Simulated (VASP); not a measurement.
## Br: relaxation of cell and atoms with PBE

Crystal: Br.

```
CELL_PARAMETERS angstrom
-1.42349 1.42349 3.57752
1.42349 -1.42349 3.57752
1.42349 1.42349 -3.57752
ATOMIC_POSITIONS crystal
Br 0.00000 0.00000 0.00000
```

| Quantity | Value |
| --- | --- |
| Program | VASP 6.6.1 |
| Task | relaxation of cell and atoms |
| Functional | PBE |
| Potentials or basis | VASP PAW PBE potentials, release 64 (Br) |
| Cutoff | 500 eV |
| k mesh | 13 × 13 × 13 |
| Occupations | fermi-dirac, width 0.05 eV |
| Spin | no spin polarisation |
| Target pressure | 5 GPa |
| Dipole correction | no |
| Further INCAR settings | ALGO = Normal; EDIFF = 1e-07; IBRION = 2; EDIFFG = -0.01; NSW = 60; ISIF = 3 |

| Property | Result |
| --- | --- |
| Relaxed volume | 25.44 Å³/atom |
| Relaxed cell | a = 3.805 Å, b = 3.805 Å, c = 3.805 Å, α = 136.86°, β = 136.86°, γ = 62.66° |
| Space group after relaxing (to 0.05 Å) | I4/mmm (No. 139) |
| Energy change on relaxing (the enthalpy is what falls) | +67.3 meV/atom |
| Ionic steps | 9 |
| Pressure after relaxing | 5.0 GPa |

Step by step:
| step | energy change (eV) | largest force (eV/Å) | pressure (GPa) | volume (Å³) |
| --- | --- | --- | --- | --- |
| 1 | 0.0000 | 0.0000 | 1.40 | 29.00 |
| 2 | 0.0610 | 0.0000 | 6.30 | 26.35 |
| 3 | 0.0389 | 0.0000 | 4.91 | 26.97 |
| 4 | 0.0466 | 0.0000 | 4.95 | 26.37 |
| 5 | 0.0630 | 0.0000 | 5.14 | 25.59 |
| 6 | 0.0717 | 0.0000 | 5.26 | 25.30 |
| 7 | 0.0704 | 0.0000 | 5.24 | 25.34 |
| 8 | 0.0640 | 0.0000 | 4.73 | 25.55 |
| 9 | 0.0673 | 0.0000 | 5.00 | 25.44 |

Final structure:
```cif
data_structure
_symmetry_space_group_name_H-M 'P 1'
_symmetry_Int_Tables_number 1
_cell_length_a 3.8046
_cell_length_b 3.8046
_cell_length_c 3.8046
_cell_angle_alpha 136.857
_cell_angle_beta 136.857
_cell_angle_gamma 62.657
_cell_volume 25.44
loop_
_atom_site_label
_atom_site_type_symbol
_atom_site_fract_x
_atom_site_fract_y
_atom_site_fract_z
_atom_site_occupancy
Br1 Br 0.00000 0.00000 0.00000 1
```

Levels at points of the mesh, in eV from the Fermi level:
```tsv
k point	band 1	band 2	band 3	band 4	band 5	band 6	band 7
(0.00, 0.00, 0.00)	-16.81	-1.98	1.08	1.08	5.92	9.85	10.72
```

Wall time 2.2 min on 1 thread of AMD EPYC 9R45 96-Core Processor (Zen 5), on a shared host, peak memory 0.18 GiB.

Caveat: the cell is relaxed towards a set pressure, so the enthalpy falls and the energy may rise; an odd number of electrons without spin polarisation forces a metal; a magnetic or distorted state may lie lower.
